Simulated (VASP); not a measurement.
# PbS in VASP: further runs, part 2 of 2

VASP 6.6.1.

## (4) Single point, HSE06, non-collinear spin, zero start, spin-orbit coupling

Contents of POSCAR:

```
PbS
1.0
    0.0000000000      2.9657500000      2.9657500000
    2.9657500000      0.0000000000      2.9657500000
    2.9657500000      2.9657500000      0.0000000000
Pb S
1 1
Direct
    0.0000000000      0.0000000000      0.0000000000
    0.5000000000      0.5000000000      0.5000000000
```

Contents of INCAR.step1:

```
SYSTEM = PbS
  PREC = Accurate
  ENCUT = 400
  EDIFF = 1E-5
  ISMEAR = 0
  SIGMA = 0.01
  LREAL = .False.
  LASPH = .True.
  NELM = 200
  ALGO = Normal
  ISIF = 2
  LWAVE = .True.
  LCHARG = .False.
  MAGMOM = 0 0 0 0 0 0
  LORBIT = 11
  LSORBIT = .True.
  GGA_COMPAT = .False.
  LORBMOM = .True.
  GGA = PE
  NBANDS = 32
  KPAR = 4
```

Contents of INCAR.step2:

```
SYSTEM = PbS
  PREC = Accurate
  ENCUT = 400
  EDIFF = 1E-6
  ISMEAR = 0
  SIGMA = 0.01
  LREAL = .False.
  LASPH = .True.
  NELM = 200
  ALGO = Normal
  ISIF = 2
  LWAVE = .False.
  LCHARG = .False.
  MAGMOM = 0 0 0 0 0 0
  LORBIT = 11
  LSORBIT = .True.
  GGA_COMPAT = .False.
  LORBMOM = .True.
  GGA = PE
  LHFCALC = .True.
  HFSCREEN = 0.2079
  PRECFOCK = Normal
  ISTART = 1
  NBANDS = 32
  KPAR = 4
```

Contents of KPOINTS:

```
regular mesh
0
Gamma
  5 5 5
  0 0 0
```

Potentials or basis: VASP PAW PBE potentials, release 64 (Pb_d, S).

On the command line:

```
$ cat potpaw_PBE.64/Pb_d/POTCAR potpaw_PBE.64/S/POTCAR > POTCAR
$ cp INCAR.step1 INCAR
$ mpirun -np 4 vasp_ncl > vasp.out
$ cp INCAR.step2 INCAR
$ mpirun -np 4 vasp_ncl > vasp.out
```

OUTCAR:

```text
SYSTEM = PbS
   PREC = Accurate
   ENCUT = 400
   EDIFF = 1E-6
   ISMEAR = 0
   LREAL = .False.
   LASPH = .True.
   NELM = 200
   ISIF = 2
   LORBIT = 11
   LSORBIT = .True.
   GGA = PE
   LHFCALC = .True.
   HFSCREEN = 0.2079
   PRECFOCK = Normal
   ISTART = 1

 ion  position               nearest neighbor table
   1  0.000  0.000  0.000-   2 2.97   2 2.97   2 2.97   2 2.97   2 2.97   2 2.97
   2  0.500  0.500  0.500-   1 2.97   1 2.97   1 2.97   1 2.97   1 2.97   1 2.97

  LATTYP: Found a face centered cubic cell.
 ALAT       =     5.9315000000

  Lattice vectors:

 A1 = (   0.0000000000,   2.9657500000,   2.9657500000)
 A2 = (   2.9657500000,   0.0000000000,   2.9657500000)
 A3 = (   2.9657500000,   2.9657500000,   0.0000000000)

Analysis of symmetry for initial positions (statically):
=====================================================================
 Subroutine PRICEL returns:
 Original cell was already a primitive cell.

 Routine SETGRP: Setting up the symmetry group for a
[... 609 lines left out ...]
 l=   3
     0.0000000     0.0000000     0.0000000     0.0000000     0.0000000     0.0000000     0.0000000
     0.0000000     0.0000000     0.0000000     0.0000000     0.0000000     0.0000000     0.0000000
     0.0000000     0.0000000     0.0000000     0.0000000     0.0000000     0.0000000     0.0000000
     0.0000000     0.0000000     0.0000000     0.0000000     0.0000000     0.0000000     0.0000000
     0.0000000     0.0000000     0.0000000     0.0000000     0.0000000     0.0000000     0.0000000
     0.0000000     0.0000000     0.0000000     0.0000000     0.0000000     0.0000000     0.0000000
     0.0000000     0.0000000     0.0000000     0.0000000     0.0000000     0.0000000     0.0000000

 Ion:    2  E_soc:     -0.0033740
 l=   1
     0.0000000    -0.0005623    -0.0005623
    -0.0005623     0.0000000    -0.0005623
    -0.0005623    -0.0005623     0.0000000
 l=   2
     0.0000000     0.0000000     0.0000000     0.0000000     0.0000000
     0.0000000     0.0000000     0.0000000     0.0000000     0.0000000
     0.0000000     0.0000000     0.0000000     0.0000000     0.0000000
     0.0000000     0.0000000     0.0000000     0.0000000     0.0000000
     0.0000000     0.0000000     0.0000000     0.0000000     0.0000000
 l=   3
     0.0000000     0.0000000     0.0000000     0.0000000     0.0000000     0.0000000     0.0000000
     0.0000000     0.0000000     0.0000000     0.0000000     0.0000000     0.0000000     0.0000000
     0.0000000     0.0000000     0.0000000     0.0000000     0.0000000     0.0000000     0.0000000
     0.0000000     0.0000000     0.0000000     0.0000000     0.0000000     0.0000000     0.0000000
     0.0000000     0.0000000     0.0000000     0.0000000     0.0000000     0.0000000     0.0000000
     0.0000000     0.0000000     0.0000000     0.0000000     0.0000000     0.0000000     0.0000000
     0.0000000     0.0000000     0.0000000     0.0000000     0.0000000     0.0000000     0.0000000

 total charge

# of ion       s       p       d       tot
------------------------------------------
    1        1.513   0.488   9.852  11.854
    2        1.347   2.348   0.000   3.695
--------------------------------------------------
tot          2.860   2.836   9.852  15.548

 magnetization (x)

# of ion       s       p       d       tot
------------------------------------------
    1        0.000   0.000   0.000   0.000
    2        0.000   0.000   0.000   0.000
--------------------------------------------------
tot          0.000   0.000   0.000   0.000

 magnetization (y)

# of ion       s       p       d       tot
------------------------------------------
    1        0.000   0.000   0.000   0.000
    2       -0.000   0.000   0.000  -0.000
--------------------------------------------------
tot          0.000   0.000   0.000   0.000

 magnetization (z)

# of ion       s       p       d       tot
------------------------------------------
    1       -0.000  -0.000  -0.000  -0.000
    2       -0.000   0.000   0.000  -0.000
--------------------------------------------------
tot         -0.000  -0.000  -0.000  -0.000
```

OUTCAR.step1:

```text
SYSTEM = PbS
   PREC = Accurate
   ENCUT = 400
   EDIFF = 1E-5
   ISMEAR = 0
   LREAL = .False.
   LASPH = .True.
   NELM = 200
   ISIF = 2
   LORBIT = 11
   LSORBIT = .True.
[... 667 lines left out ...]
tot          0.000   0.000   0.000   0.000

 magnetization (y)

# of ion       s       p       d       tot
------------------------------------------
    1        0.000   0.000   0.000   0.000
    2       -0.000   0.000   0.000   0.000
--------------------------------------------------
tot          0.000   0.000   0.000   0.000

 magnetization (z)

# of ion       s       p       d       tot
------------------------------------------
    1       -0.000  -0.000  -0.000  -0.000
    2       -0.000   0.000   0.000   0.000
--------------------------------------------------
tot         -0.000   0.000  -0.000  -0.000
```

It took 22 min on 4 MPI ranks of AMD EPYC 7R13 (Zen 3), shared host; peak memory 0.34 GiB.

Results:

| Property | Result |
| --- | --- |
| Free energy | -10.7528 eV |
| Pressure | 0.6 GPa |
| Net moment | 0.00 μB per cell |
| Valence electrons inside the program's atomic spheres | Pb 11.85; S 3.69 |

Moments on the atoms (μB; x, y, z):
```
Pb  0.00 0.00 0.00
S   0.00 0.00 0.00
```

Caveat: the k points lie up to 0.37 Å⁻¹ apart; the PAW data sets were made with another functional, which shifts forces and pressure a little.

## (5) Overview

| level | spin | cell | k mesh | cutoff (eV) | smearing | grid for exact exchange (PRECFOCK) | share of exact exchange | screening parameter | pressure (GPa) | moment (μB) |
| --- | --- | --- | --- | --- | --- | --- | --- | --- | --- | --- |
| r2SCAN | non-collinear, zero start, SOC | as given, atomic positions A | 8 × 8 × 8 | 550 | methfessel-paxton 0.1 eV | - | - | - | 1.1 | 0.00 |
| PBE | off | as given, atomic positions B | 8 × 8 × 8 | 520 | fermi-dirac 0.05 eV | - | - | - | 2.2 | - |
| HSE06 | non-collinear, zero start, SOC | as given, atomic positions A | 5 × 5 × 5 | 400 | gaussian 0.01 eV | Normal | 0.25 | 0.2079 1/Å | 0.6 | 0.00 |

Alike in all rows: task single point; potentials or basis VASP PAW PBE potentials, release 64 (Pb_d, S).

Caveats: some runs use coarse meshes; the PAW data sets were made with another functional, which shifts forces and pressure a little (at least some runs).

Total energies depend on the potentials used, so only differences within one code and one set of settings carry meaning.
